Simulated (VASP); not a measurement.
# Co (P6_3/mmc) in VASP: further runs

Co is run at these levels: PBEsol, LDA, PBEsol+U; tasks: vibrations by perturbation theory, single point.

Program: VASP 6.6.1. These are calculated values, not measurements. Logs are shortened: lines on timing, memory, paths and dates and some standing lists are left out, and cuts for length are marked.

**1. The cell of the first run**

The structure is hexagonal, space group P6_3/mmc (No. 194). Conventional cell: a = 2.472 Å, b = 2.472 Å, c = 4.021 Å, α = 90.00°, β = 90.00°, γ = 120.00°. Within 3.3 Å of Co (site symmetry -6m2) lie 12 Co at 2.47 Å.

**2. Vibrations by perturbation theory, PBEsol, collinear spin, ferromagnetic start**

Input file INCAR:

```
  PREC = Accurate
  ENCUT = 520
  EDIFF = 1E-8
  ISMEAR = -1
  SIGMA = 0.05
  LREAL = False
  LASPH = True
  NELM = 150
  ALGO = Normal
  ISIF = 2
  LWAVE = False
  LCHARG = False
  ISPIN = 2
  MAGMOM = 2 2
  LORBIT = 11
  LMAXMIX = 4
  GGA = PS
  IBRION = 8
  NSW = 1
```

Input file KPOINTS:

```
Automatic mesh
0
Gamma
  9 9 5
```

Input file POSCAR:

```
Co
1.0
    2.4719999032      0.0000000000      0.0000000000
   -1.2359999516      2.1408147143      0.0000000000
    0.0000000000      0.0000000000      4.0211440800
Co
2
Direct
    0.6666666667      0.3333333333      0.7500000000
    0.3333333333      0.6666666667      0.2500000000
```

Potentials or basis: VASP PAW PBE potentials, release 64 (Co).

On the command line:

```
cat potpaw_PBE.64/Co/POTCAR > POTCAR
mpirun -np 1 vasp_std > vasp.out
```

OUTCAR:

```text
PREC = Accurate
   ENCUT = 520
   EDIFF = 1E-8
   ISMEAR = -1
   LREAL = False
   LASPH = True
   NELM = 150
   ISIF = 2
   ISPIN = 2
   LORBIT = 11
   GGA = PS
   IBRION = 8
   NSW = 1

 ion  position               nearest neighbor table
   1  0.667  0.333  0.750-   2 2.47   2 2.47   2 2.47   2 2.47   2 2.47   2 2.47
   2  0.333  0.667  0.250-   1 2.47   1 2.47   1 2.47   1 2.47   1 2.47   1 2.47

  LATTYP: Found a hexagonal cell.
 ALAT       =     2.4719999032
 C/A-ratio  =     1.6266764715

  Lattice vectors:

 A1 = (   2.4719999032,   0.0000000000,   0.0000000000)
 A2 = (  -1.2359999516,   2.1408147143,   0.0000000000)
 A3 = (   0.0000000000,   0.0000000000,   4.0211440800)

Analysis of symmetry for initial positions (statically):
=====================================================================
 Subroutine PRICEL returns:
 Original cell was already a primitive cell.

 Routine SETGRP: Setting up the symmetry group for a
 hexagonal supercell.

 Subroutine GETGRP returns: Found 24 space group operations
 (whereof 12 operations were pure point group operations)
 out of a pool of 24 trial point group operations.

The static configuration has the point symmetry D_3d.
 The point group associated with its full space group is D_6h.

Analysis of symmetry for dynamics (positions and initial velocities):
=====================================================================
 Subroutine PRICEL returns:
 Original cell was already a primitive cell.

 Routine SETGRP: Setting up the symmetry group for a
 hexagonal supercell.

 Subroutine GETGRP returns: Found 24 space group operations
 (whereof 12 operations were pure point group operations)
 out of a pool of 24 trial point group operations.

The dynamic configuration has the point symmetry D_3d.
[... 1067 lines left out ...]
    total drift:                                0.000000     -0.000000     -0.000000

  FREE ENERGIE OF THE ION-ELECTRON SYSTEM (eV)
  ---------------------------------------------------
  free  energy   TOTEN  =       -15.4675933171 eV

  energy  without entropy=      -15.4503489284  energy(sigma->0) =      -15.45897112

[... ionic steps 2 to 3 ...]

--------------------------------------- Ionic step        4  -------------------------------------------

------------------------ aborting loop because EDIFF is reached ----------------------------------------

[... ionic steps 5 to 5 ...]

--------------------------------------- Ionic step        6  -------------------------------------------

 Free energy of the ion-electron system (eV)
  ---------------------------------------------------
  ---------------------------------------------------
  free energy    TOTEN  =        -0.17743544 eV

  energy without entropy =       -0.17743544

------------------------ aborting loop because EDIFF is reached ----------------------------------------

 INTERNAL STRAIN TENSOR  FOR ION    1  DIRECTION 3   (eV/Angst):
 -----------------------------------------------------------------------------
     0.00119  0.00000  0.00000
    -0.00000  0.00119 -0.00000
     0.00000  0.00000  0.00342

 INTERNAL STRAIN TENSOR FOR ION    2 for displacements in x,y,z  (eV/Angst):
          X           Y           Z          XY          YZ          ZX
  --------------------------------------------------------------------------------
  x     0.00000     0.00000     0.00000    -2.73153     0.00000     0.00000
  y    -2.73153     2.73153     0.00000     0.00000     0.00000     0.00000
  z    -0.00000    -0.00000    -0.00000    -0.00000    -0.00000     0.00000

 SECOND DERIVATIVES (NOT SYMMETRIZED)
 ------------------------------------
               1X          1Y          1Z          2X          2Y          2Z
  1X    -2.246681    0.000000    0.000000    2.246681   -0.000000    0.000000
  1Y     0.000000   -2.246681    0.000000   -0.000000    2.246681    0.000000
  1Z     0.000000    0.000000   -5.925401   -0.000000   -0.000000    5.925401
  2X     2.246681   -0.000000    0.000000   -2.246681    0.000000    0.000000
  2Y    -0.000000    2.246681    0.000000    0.000000   -2.246681    0.000000
  2Z    -0.000000   -0.000000    5.925401    0.000000    0.000000   -5.925401

 Eigenvectors and eigenvalues of the dynamical matrix
 ----------------------------------------------------

   1 f  =    7.010441 THz    44.047899 2PiTHz  233.843135 cm-1    28.992841 meV
             X         Y         Z           dx          dy          dz
      1.236000  0.713605  3.015858    -0.000000   -0.000000   -0.707107
     -0.000000  1.427210  1.005286     0.000000    0.000000    0.707107
[... 11 lines left out ...]
   4 f  =    0.000000 THz     0.000000 2PiTHz    0.000001 cm-1     0.000000 meV
             X         Y         Z           dx          dy          dz
      1.236000  0.713605  3.015858    -0.218947    0.600860   -0.301711
     -0.000000  1.427210  1.005286    -0.218947    0.600860   -0.301711

   5 f/i=    0.000000 THz     0.000000 2PiTHz    0.000001 cm-1     0.000000 meV
             X         Y         Z           dx          dy          dz
      1.236000  0.713605  3.015858     0.354356   -0.166537   -0.588810
     -0.000000  1.427210  1.005286     0.354356   -0.166537   -0.588810

   6 f/i=    0.000000 THz     0.000000 2PiTHz    0.000002 cm-1     0.000000 meV
             X         Y         Z           dx          dy          dz
      1.236000  0.713605  3.015858     0.571397    0.333516    0.249546
     -0.000000  1.427210  1.005286     0.571397    0.333516    0.249546

--------------------------------------------------------------------------------------------------------

 ELASTIC MODULI CONTR FROM IONIC RELAXATION (kBar)
 Direction    XX          YY          ZZ          XY          YZ          ZX
 --------------------------------------------------------------------------------
 XX        -250.0377    250.0377     -0.0000      0.0000     -0.0000      0.0000
 YY         250.0377   -250.0377     -0.0000     -0.0000     -0.0000      0.0000
 ZZ          -0.0000     -0.0000     -0.0000     -0.0000     -0.0000      0.0000
 XY           0.0000     -0.0000     -0.0000   -250.0377     -0.0000      0.0000
 YZ          -0.0000     -0.0000     -0.0000     -0.0000     -0.0000      0.0000
 ZX           0.0000      0.0000      0.0000      0.0000      0.0000      0.0000
 --------------------------------------------------------------------------------

 total charge

# of ion       s       p       d       tot
------------------------------------------
    1        0.495   0.540   7.275   8.310
    2        0.495   0.540   7.275   8.310
--------------------------------------------------
tot          0.990   1.080  14.551  16.621

 magnetization (x)

# of ion       s       p       d       tot
------------------------------------------
    1       -0.017  -0.056   1.617   1.545
    2       -0.017  -0.056   1.617   1.545
--------------------------------------------------
tot         -0.033  -0.112   3.235   3.090
```

OSZICAR:

```text
N       E                     dE             d eps       ncg     rms          rms(c)
DAV:   1     0.792783661826E+02    0.79278E+02   -0.87537E+03  2240   0.167E+03
DAV:   2    -0.156922700532E+02   -0.94971E+02   -0.88066E+02  2167   0.259E+02
DAV:   3    -0.179197056844E+02   -0.22274E+01   -0.21778E+01  2622   0.561E+01
[... 51 lines left out ...]
RMM:  11    -0.177436587273E+00   -0.10241E-06   -0.20794E-08  5241   0.623E-04    0.127E-04
RMM:  12    -0.177436166298E+00    0.42097E-06   -0.14326E-08  5228   0.229E-04    0.659E-05
RMM:  13    -0.177435636647E+00    0.52965E-06   -0.52294E-09  5452   0.109E-04    0.286E-05
RMM:  14    -0.177435423888E+00    0.21276E-06   -0.24855E-09  5192   0.644E-05    0.110E-05
RMM:  15    -0.177435441204E+00   -0.17316E-07   -0.16444E-09  5413   0.375E-05    0.347E-06
RMM:  16    -0.177435442345E+00   -0.11408E-08   -0.24260E-09  5338   0.280E-05    0.145E-06
 Linear response finished
```

stdout:

```text
POSCAR found type information on POSCAR Co
 POSCAR found :  1 types and       2 ions
 scaLAPACK will be used
 -----------------------------------------------------------------------------
|                                                                             |
|                                                                             |
|     You enforced a specific xc type in the INCAR file but a different       |
|     I HOPE YOU KNOW WHAT YOU ARE DOING!                                     |
|                                                                             |
 -----------------------------------------------------------------------------

 LDA part: xc-table for (Slater+PW92), standard interpolation
 POSCAR, INCAR and KPOINTS ok, starting setup
 FFT: planning ... GRIDC
 FFT: planning ... GRID_SOFT
 FFT: planning ... GRID
 WAVECAR not read
 entering main loop
 Linear response reoptimize wavefunctions to high precision
 Linear response DOF=           2
 Linear response progress:
 first order change of Fermi-energy   0.11937E-04
 force on displaced ion       1 direction 1 :  -2.247   0.002   0.000
 Linear response progress:
 first order change of Fermi-energy   0.40633E-03
 force on displaced ion       1 direction 3 :  -0.000   0.000  -5.925
 Linear response finished
```

Wall time 98 s (1 thread of Intel Xeon 6975P-C (Granite Rapids), shared host); peak memory 0.25 GiB.

Results:

| Quantity | Value |
| --- | --- |
| Net moment | 3.06 μB per cell |
| Site moments | Co +1.54 μB |
| Valence electrons inside the program's atomic spheres | Co 8.31 |
| Highest phonon frequency at Γ | 234 cm⁻¹ |

Phonon frequencies in cm⁻¹ (negative: imaginary):
| q point | frequencies |
| --- | --- |
| (0.000, 0.000, 0.000) | 0 0 0 144 144 234 |

Caveat: the cell stands under pressure or tension, which shifts response properties.

**3. Vibrations by perturbation theory, LDA, collinear spin, ferromagnetic start**

Input file INCAR:

```
SYSTEM = Co
ALGO = Fast
EDIFF = 1E-8
ENCUT = 520
IBRION = 8
ISIF = 2
ISMEAR = -1
ISPIN = 2
LASPH = .TRUE.
LCHARG = .FALSE.
LMAXMIX = 4
LORBIT = 11
LREAL = .FALSE.
LWAVE = .FALSE.
MAGMOM = 2 2
NBANDS = 20
NELM = 150
NSW = 1
PREC = Accurate
SIGMA = 0.05
```

Input file KPOINTS:

```
k-points
0
G
  9 9 5
  0 0 0
```

POSCAR is that of step 2.

Potentials or basis: VASP PAW LDA potentials, release 64 (Co).

On the command line:

```
cat potpaw_LDA.64/Co/POTCAR > POTCAR
mpirun -np 1 vasp_std > vasp.out
```

OUTCAR:

```text
SYSTEM = Co
   EDIFF = 1E-8
   ENCUT = 520
   IBRION = 8
   ISIF = 2
   ISMEAR = -1
   ISPIN = 2
   LASPH = .TRUE.
   LORBIT = 11
   LREAL = .FALSE.
   NELM = 150
   NSW = 1
   PREC = Accurate

 ion  position               nearest neighbor table
   1  0.667  0.333  0.750-   2 2.47   2 2.47   2 2.47   2 2.47   2 2.47   2 2.47
   2  0.333  0.667  0.250-   1 2.47   1 2.47   1 2.47   1 2.47   1 2.47   1 2.47

  LATTYP: Found a hexagonal cell.
 ALAT       =     2.4719999032
 C/A-ratio  =     1.6266764715

  Lattice vectors:

 A1 = (   2.4719999032,   0.0000000000,   0.0000000000)
 A2 = (  -1.2359999516,   2.1408147143,   0.0000000000)
 A3 = (   0.0000000000,   0.0000000000,   4.0211440800)

Analysis of symmetry for initial positions (statically):
=====================================================================
 Subroutine PRICEL returns:
 Original cell was already a primitive cell.

 Routine SETGRP: Setting up the symmetry group for a
 hexagonal supercell.

 Subroutine GETGRP returns: Found 24 space group operations
 (whereof 12 operations were pure point group operations)
 out of a pool of 24 trial point group operations.

[... 1370 lines left out ...]
  2X     2.116803    0.000000    0.000000   -2.116803   -0.000000    0.000000
  2Y     0.000000    2.116803    0.000000   -0.000000   -2.116803    0.000000
  2Z    -0.000000    0.000000    5.464211    0.000000    0.000000   -5.464211

 Eigenvectors and eigenvalues of the dynamical matrix
 ----------------------------------------------------

   1 f  =    6.732094 THz    42.298994 2PiTHz  224.558482 cm-1    27.841691 meV
             X         Y         Z           dx          dy          dz
      1.236000  0.713605  3.015858     0.000000   -0.000000   -0.707107
     -0.000000  1.427210  1.005286    -0.000000    0.000000    0.707107
[... 16 lines left out ...]
   5 f  =    0.000000 THz     0.000000 2PiTHz    0.000001 cm-1     0.000000 meV
             X         Y         Z           dx          dy          dz
      1.236000  0.713605  3.015858    -0.096332   -0.171526    0.679190
     -0.000000  1.427210  1.005286    -0.096332   -0.171526    0.679190

   6 f/i=    0.000000 THz     0.000000 2PiTHz    0.000002 cm-1     0.000000 meV
             X         Y         Z           dx          dy          dz
      1.236000  0.713605  3.015858    -0.187736   -0.654182   -0.191837
     -0.000000  1.427210  1.005286    -0.187736   -0.654182   -0.191837

--------------------------------------------------------------------------------------------------------

 ELASTIC MODULI CONTR FROM IONIC RELAXATION (kBar)
 Direction    XX          YY          ZZ          XY          YZ          ZX
 --------------------------------------------------------------------------------
 XX        -223.6380    223.6380      0.0000     -0.0000      0.0000      0.0000
 YY         223.6380   -223.6380     -0.0000      0.0000     -0.0000      0.0000
 ZZ           0.0000     -0.0000     -0.0000     -0.0000     -0.0000      0.0000
 XY          -0.0000      0.0000     -0.0000   -223.6380     -0.0000      0.0000
 YZ           0.0000     -0.0000     -0.0000     -0.0000     -0.0000      0.0000
 ZX           0.0000      0.0000      0.0000      0.0000      0.0000      0.0000
 --------------------------------------------------------------------------------

 total charge

# of ion       s       p       d       tot
------------------------------------------
    1        0.495   0.532   7.294   8.321
    2        0.495   0.532   7.294   8.321
--------------------------------------------------
tot          0.990   1.063  14.588  16.642

 magnetization (x)

# of ion       s       p       d       tot
------------------------------------------
    1       -0.014  -0.042   1.566   1.510
    2       -0.014  -0.042   1.566   1.510
--------------------------------------------------
tot         -0.028  -0.085   3.132   3.019
```

OSZICAR:

```text
N       E                     dE             d eps       ncg     rms          rms(c)
DAV:   1     0.845308322295E+02    0.84531E+02   -0.82575E+03  3064   0.125E+03
DAV:   2    -0.136848593754E+02   -0.98216E+02   -0.88990E+02  2920   0.219E+02
DAV:   3    -0.184682355497E+02   -0.47834E+01   -0.45683E+01  3352   0.581E+01
DAV:   4    -0.185425522680E+02   -0.74317E-01   -0.74261E-01  3492   0.639E+00
[... 68 lines left out ...]
RMM:  21    -0.178649638979E+00   -0.54014E-09   -0.22219E-07  8708   0.942E-04    0.152E-07
RMM:  22    -0.178649639125E+00   -0.14614E-09   -0.27169E-07  8824   0.943E-04    0.131E-07
RMM:  23    -0.178649639058E+00    0.67114E-10   -0.20872E-07  8932   0.944E-04    0.100E-07
RMM:  24    -0.178649639174E+00   -0.11634E-09   -0.26926E-07  9028   0.944E-04    0.110E-07
RMM:  25    -0.178649639215E+00   -0.40960E-10   -0.19796E-07  9119   0.944E-04    0.114E-07
 Linear response finished
```

Run time: 3.8 min. Hardware: 1 thread of Intel Xeon Platinum 8488C (Sapphire Rapids), shared host; peak memory 0.28 GiB.

Results:

```yaml
Net_moment: 3.01 μB per cell
Site_moments: Co +1.51 μB
Valence_electrons_inside_the_program's_atomic_spheres: Co 8.32
Highest_phonon_frequency_at_Γ: 225 cm⁻¹
```

Phonon frequencies in cm⁻¹ (negative: imaginary):
```
              q point        frequencies
(0.000, 0.000, 0.000)  0 0 0 140 140 225
```

Caveat: the cell stands under pressure or tension, which shifts response properties.

**4. Single point, PBEsol, collinear spin, ferromagnetic start**

POSCAR is that of step 3.

Input file INCAR.step1:

```
PREC     = Accurate       # precision mode
ENCUT    = 520            # plane-wave cutoff, eV
EDIFF    = 1E-6           # SCF threshold, eV
ISMEAR   = -1             # smearing method
SIGMA    = 0.05           # smearing width, eV
LREAL    = F              # projectors in reciprocal space
LASPH    = T              # aspherical terms in the spheres
NELM     = 150            # most SCF steps
ALGO     = Fast           # electronic algorithm
ISIF     = 2              # what is computed and relaxed
LWAVE    = F              # write WAVECAR
LCHARG   = T              # write CHGCAR
ISPIN    = 2              # spin polarisation
MAGMOM   = 2 2            # initial moments
LMAXMIX  = 4              # l up to which the mixer works
GGA      = PS             # functional
NBANDS   = 20             # bands
```

Input file KPOINTS.step1:

```
regular mesh
0
Gamma
  12 12 7
```

Input file INCAR.step2:

```
PREC     = Accurate       # precision mode
ENCUT    = 520            # plane-wave cutoff, eV
EDIFF    = 1E-6           # SCF threshold, eV
ISMEAR   = -5             # smearing method
SIGMA    = 0.05           # smearing width, eV
LREAL    = F              # projectors in reciprocal space
LASPH    = T              # aspherical terms in the spheres
NELM     = 150            # most SCF steps
ALGO     = Fast           # electronic algorithm
ISIF     = 2              # what is computed and relaxed
LWAVE    = F              # write WAVECAR
LCHARG   = F              # write CHGCAR
ISPIN    = 2              # spin polarisation
MAGMOM   = 2 2            # initial moments
LORBIT   = 11             # projections on sites
LMAXMIX  = 4              # l up to which the mixer works
GGA      = PS             # functional
NBANDS   = 20             # bands
NEDOS    = 2001           # points of the DOS
ICHARG   = 11             # starting density
```

Input file KPOINTS.step2:

```
regular mesh
0
Gamma
  18 18 11
```

Potentials or basis: VASP PAW PBE potentials, release 64 (Co).

On the command line:

```
cat potpaw_PBE.64/Co/POTCAR > POTCAR
cp INCAR.step1 INCAR
cp KPOINTS.step1 KPOINTS
mpirun -np 1 vasp_std > vasp.out
cp INCAR.step2 INCAR
cp KPOINTS.step2 KPOINTS
mpirun -np 1 vasp_std > vasp.out
```

It took 4.7 min on 1 thread of Intel Xeon 8259CL, shared host; peak memory 0.25 GiB.

The run converged. Its results:

- Net moment: 3.18 μB per cell
- Site moments: Co +1.59 μB
- Valence electrons inside the program's atomic spheres: Co 8.31

Levels at points of the mesh, in eV from the Fermi level:
Spin up:
```csv
k point,band 7,band 8,band 9,band 10,band 11,band 12,band 13,band 14,band 15,band 16
"(0.00, 0.00, 0.00)",-2.28,-1.90,-1.90,-0.78,-0.78,-0.22,6.41,22.15,24.95,24.95
"(0.50, 0.00, 0.00)",-2.21,-0.63,-0.56,-0.48,1.35,3.41,9.74,10.42,12.84,14.12
```
Spin down:
| k point | band 4 | band 5 | band 6 | band 7 | band 8 | band 9 | band 10 | band 11 |
| --- | --- | --- | --- | --- | --- | --- | --- | --- |
| (0.00, 0.00, 0.00) | -1.00 | -1.00 | -0.63 | -0.63 | -0.21 | -0.17 | -0.17 | 1.06 |
| (0.50, 0.00, 0.00) | -1.86 | -1.14 | -1.10 | -0.67 | 1.21 | 1.32 | 1.38 | 2.60 |

[end of part 1 of 2]
